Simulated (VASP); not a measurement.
The system is SnO.

```
CELL_PARAMETERS angstrom
4.12550 0.00000 0.00000
-2.06275 3.57279 0.00000
0.00000 0.00000 5.18540
ATOMIC_POSITIONS crystal
Sn 0.33333 0.66667 0.25000
Sn 0.66667 0.33333 0.75000
O 0.66667 0.33333 0.25000
O 0.33333 0.66667 0.75000
```

Base run:

| Item | Value |
| --- | --- |
| Program | VASP 6.6.1 |
| Functional | r2SCAN |
| Potentials or basis | VASP PAW PBE potentials, release 64 (Sn_d, O) |
| Cutoff | 520 eV |
| k mesh | 6 × 6 × 4 |
| Occupations | gaussian, width 0.01 eV |
| Spin | no spin polarisation |

Its results: band gap on the k mesh 0.57 eV, direct; pressure 0.2 GPa.

Question: The run is repeated on the same cell with these changes: k mesh from 6 × 6 × 4 to 6 × 6 × 4, shifted; further incar settings from ALGO = Normal; EDIFF = 1e-06; NBANDS = 28 to ALGO = Normal; EDIFF = 1e-07; NBANDS = 28; ISYM = 0. What comes out?

Answer: Band gap on the k mesh 0.94 eV, indirect (least direct gap 1.11 eV); pressure 0.5 GPa.

Caveats: the PAW data sets were made with another functional, which shifts forces and pressure a little; spin-orbit coupling is left out, which moves the levels of the heavy elements.

A k mesh can miss the band edges.
